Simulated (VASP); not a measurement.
# Sn (I4_1/amd) in VASP: further runs, part 2 of 2

VASP 6.6.1. The steps go on from the part before.

**3. Single point, RPBE+D3(BJ)**

This run uses another cell than the first one, of 21.89 Å³/atom.

INCAR

```
PREC     = Accurate       # precision mode
ENCUT    = 520            # plane-wave cutoff, eV
EDIFF    = 1E-6           # SCF threshold, eV
ISMEAR   = -1             # smearing method
SIGMA    = 0.05           # smearing width, eV
LREAL    = F              # projectors in reciprocal space
LASPH    = T              # aspherical terms in the spheres
NELM     = 60             # most SCF steps
ALGO     = Normal         # electronic algorithm
ISIF     = 2              # what is computed and relaxed
LWAVE    = F              # write WAVECAR
LCHARG   = T              # write CHGCAR
GGA      = RP             # functional
IVDW     = 12             # dispersion correction
LELF     = T              # ELF
LVHAR    = T            
NBANDS   = 21             # bands
```

KPOINTS

```
regular mesh
0
Gamma
  9 9 9
```

POSCAR

```
Sn
1.0
   -2.7389031458      2.7389031458      1.4591957215
    2.7389031458     -2.7389031458      1.4591957215
    2.7389031458      2.7389031458     -1.4591957215
Sn
2
Direct
    0.0000000000      0.0000000000      0.0000000000
    0.7500000000      0.2500000000      0.5000000000
```

Potentials or basis: VASP PAW PBE potentials, release 64 (Sn_d).

Started as:

```bash
> cat potpaw_PBE.64/Sn_d/POTCAR > POTCAR
> mpirun -np 1 vasp_std > vasp.out
```

Wall time 54 s (1 thread of Intel Xeon Platinum 8259CL at 2.50GHz (Skylake/Cascade Lake), shared host); peak memory 0.21 GiB.

Results (log left out):

| Quantity | Value |
| --- | --- |
| Free energy | -11.3828 eV |
| Pressure | -0.1 GPa |
| Band gap on the k mesh | zero (bands 14 and 15 overlap by 5.19 eV) |
| Dispersion energy per atom | -2.698 eV |

Levels at points of the mesh, in eV from the Fermi level:
| k point | band 11 | band 12 | band 13 | band 14 | band 15 | band 16 | band 17 | band 18 |
| --- | --- | --- | --- | --- | --- | --- | --- | --- |
| (0.00, 0.00, 0.00) | -12.98 | -3.21 | -2.78 | -2.78 | 2.43 | 7.06 | 7.06 | 8.85 |

Caveat: the PAW data sets were made with another functional, which shifts forces and pressure a little; spin-orbit coupling is left out, which moves the levels of the heavy elements.

**4. Single point, LDA**

INCAR

```
SYSTEM = Sn
ALGO     = Normal         ! electronic algorithm
EDIFF    = 1E-6           ! SCF threshold, eV
ENCUT    = 520            ! plane-wave cutoff, eV
ISIF     = 2              ! what is computed and relaxed
ISMEAR   = -1             ! smearing method
LASPH    = .TRUE.         ! aspherical terms in the spheres
LCHARG   = .FALSE.        ! write CHGCAR
LREAL    = .FALSE.        ! projectors in reciprocal space
LWAVE    = .FALSE.        ! write WAVECAR
NBANDS   = 21             ! bands
NELM     = 80             ! most SCF steps
PREC     = Accurate       ! precision mode
SIGMA    = 0.05           ! smearing width, eV
```

KPOINTS

```
k-points
0
G
  9 9 9
  0 0 0
```

POSCAR

```
Sn
1.0
   -2.9401404553      2.9401404553      1.5993019889
    2.9401404553     -2.9401404553      1.5993019889
    2.9401404553      2.9401404553     -1.5993019889
Sn
2
Direct
    0.0000000000      0.0000000000      0.0000000000
    0.7500000000      0.2500000000      0.5000000000
```

Potentials or basis: VASP PAW LDA potentials, release 64 (Sn_d).

Started as:

```bash
> cat potpaw_LDA.64/Sn_d/POTCAR > POTCAR
> mpirun -np 1 vasp_std > vasp.out
```

Wall time 71 s (1 thread of Intel Xeon Platinum 8259CL at 2.50GHz (Skylake/Cascade Lake), shared host); peak memory 0.21 GiB.

Results (log left out):

```yaml
Free_energy: -8.9489 eV
Pressure: -2.9 GPa
Band_gap_on_the_k_mesh: zero (bands 14 and 15 overlap by 3.93 eV)
```

Stress tensor (GPa, compression positive):
```
-2.75  0.00  0.00
 0.00 -2.75  0.00
 0.00  0.00 -3.08
```

Levels at points of the mesh, in eV from the Fermi level:
| k point | band 12 | band 13 | band 14 | band 15 | band 16 | band 17 |
| --- | --- | --- | --- | --- | --- | --- |
| (0.00, 0.00, 0.00) | -3.80 | -1.93 | -1.93 | 3.10 | 6.05 | 6.05 |

Caveat: spin-orbit coupling is left out, which moves the levels of the heavy elements.

**5. Single point, BLYP+D4**

This run uses another cell than the first one, of 28.41 Å³/atom.

INCAR

```
SYSTEM = Sn
PREC = Accurate
ENCUT = 520
EDIFF = 1E-6
ISMEAR = -1
SIGMA = 0.05
LREAL = .False.
LASPH = .True.
NELM = 60
ALGO = Normal
ISIF = 2
LWAVE = .False.
LCHARG = .False.
GGA = B5
ALDAX = 1.0
AGGAX = 1.0
AGGAC = 1.0
ALDAC = 0.0
IVDW = 13
VDW_S6 = 1.0
VDW_S8 = 2.34076671
VDW_A1 = 0.44488865
VDW_A2 = 4.0933009
NBANDS = 21
```

KPOINTS

```
Automatic mesh
0
Gamma
  9 9 9
  0 0 0
```

POSCAR

```
Sn
1.0
   -2.9706808272      2.9706808272      1.6098983667
    2.9706808272     -2.9706808272      1.6098983667
    2.9706808272      2.9706808272     -1.6098983667
Sn
2
Direct
    0.0000000000      0.0000000000      0.0000000000
    0.7500000000      0.2500000000      0.5000000000
```

Potentials or basis: VASP PAW PBE potentials, release 64 (Sn_d).

Started as:

```bash
> cat potpaw_PBE.64/Sn_d/POTCAR > POTCAR
> mpirun -np 1 vasp_std > vasp.out
```

OUTCAR:

```text
SYSTEM = Sn
   PREC = Accurate
   ENCUT = 520
   EDIFF = 1E-6
   ISMEAR = -1
   LREAL = .False.
   LASPH = .True.
   NELM = 60
   ISIF = 2
   GGA = B5
   IVDW = 13

 ion  position               nearest neighbor table
   1  0.000  0.000  0.000-   2 3.08   2 3.08   2 3.08   2 3.08
   2  0.750  0.250  0.500-   1 3.08   1 3.08   1 3.08   1 3.08

  LATTYP: Found a body centered tetragonal cell.
 ALAT       =     5.9413616544
 C/A-ratio  =     0.5419290931

  Lattice vectors:

 A1 = (  -2.9706808272,   2.9706808272,   1.6098983667)
 A2 = (   2.9706808272,  -2.9706808272,   1.6098983667)
[... 765 lines left out ...]
  DFT-D4 for vdW energy calculation

  Edisp (eV):   -1.53096

  FORCE on cell =-STRESS in cart. coord.  units (eV):
  Direction    XX          YY          ZZ          XY          YZ          ZX
  --------------------------------------------------------------------------------------
  -------------------------------------------------------------------------------------
  Total      -0.02239    -0.02239    -0.01614     0.00000     0.00000     0.00000
  in kB      -0.63111    -0.63111    -0.45501     0.00000     0.00000     0.00000
  external pressure =       -0.57 kB  Pullay stress =        0.00 kB

 VOLUME and BASIS-vectors are now :
 -----------------------------------------------------------------------------
  energy-cutoff  :      520.00
  volume of cell :       56.83
      direct lattice vectors                 reciprocal lattice vectors
    -2.970680827  2.970680827  1.609898367     0.000000000  0.168311585  0.310578612
     2.970680827 -2.970680827  1.609898367     0.168311585  0.000000000  0.310578612
     2.970680827  2.970680827 -1.609898367     0.168311585  0.168311585  0.000000000

 POSITION                                       TOTAL-FORCE (eV/Angst)
 -----------------------------------------------------------------------------------
      0.00000      0.00000      0.00000        -0.000000     -0.000000     -0.000000
     -0.00000      2.97068      0.80495         0.000000      0.000000      0.000000
 -----------------------------------------------------------------------------------
    total drift:                                0.000000      0.000000     -0.000000

  FREE ENERGIE OF THE ION-ELECTRON SYSTEM (eV)
  ---------------------------------------------------
  free  energy   TOTEN  =        -7.5126263420 eV

  energy  without entropy=       -7.5054388402  energy(sigma->0) =       -7.50903259
```

stdout:

```text
POSCAR found type information on POSCAR Sn
 POSCAR found :  1 types and       2 ions
 scaLAPACK will be used
 -----------------------------------------------------------------------------
|                                                                             |
|                                                                             |
|     You enforced a specific xc type in the INCAR file but a different       |
|     I HOPE YOU KNOW WHAT YOU ARE DOING!                                     |
|                                                                             |
 -----------------------------------------------------------------------------

 LDA part: xc-table for (Slater(with rela. corr.)+VWN5), standard interpolation
 POSCAR, INCAR and KPOINTS ok, starting setup
 FFT: planning ... GRIDC
 FFT: planning ... GRID_SOFT
 FFT: planning ... GRID
 WAVECAR not read
 entering main loop
```

It took 92 s on 1 thread of Intel Xeon Platinum 8259CL at 2.50GHz (Skylake/Cascade Lake), shared host; peak memory 0.24 GiB.

What came out:

```yaml
Free_energy: -7.5126 eV
Pressure: -0.1 GPa
Band_gap_on_the_k_mesh: zero (bands 14 and 15 overlap by 3.72 eV)
Dispersion_energy_per_atom: -0.765 eV
```

Levels at points of the mesh, in eV from the Fermi level:
```csv
k point,band 11,band 12,band 13,band 14,band 15,band 16,band 17,band 18
"(0.00, 0.00, 0.00)",-10.81,-4.00,-1.87,-1.87,3.43,5.83,5.83,6.45
```

Caveat: the PAW data sets were made with another functional, which shifts forces and pressure a little; spin-orbit coupling is left out, which moves the levels of the heavy elements.

**6. The runs side by side**

| level | potentials or basis | cell | cutoff (eV) | smearing | gap on the mesh (eV) | pressure (GPa) |
| --- | --- | --- | --- | --- | --- | --- |
| b88 exchange, pbe correlation | VASP PAW PBE potentials, release 64 (Sn_d) | a = 4.455 Å, angles 97.4, 97.4, 137.9°, 2 atoms | 500 | tetrahedron | none | 1.2 |
| RPBE+D3(BJ) | VASP PAW PBE potentials, release 64 (Sn_d) | a = 4.139 Å, angles 97.1, 97.1, 138.7°, 2 atoms | 520 | fermi-dirac 0.05 eV | none | -0.1 |
| LDA | VASP PAW LDA potentials, release 64 (Sn_d) | a = 4.455 Å, angles 97.4, 97.4, 137.9°, 2 atoms | 520 | fermi-dirac 0.05 eV | none | -2.9 |
| BLYP+D4 | VASP PAW PBE potentials, release 64 (Sn_d) | a = 4.499 Å, angles 97.4, 97.4, 138.1°, 2 atoms | 520 | fermi-dirac 0.05 eV | none | -0.1 |

Alike in all rows: task single point; no spin polarisation; k mesh 9 × 9 × 9.

Caveats: spin-orbit coupling is left out, which moves the levels of the heavy elements; the PAW data sets were made with another functional, which shifts forces and pressure a little (at least some runs).

Total energies depend on the potentials used, so only differences within one code and one set of settings carry meaning.
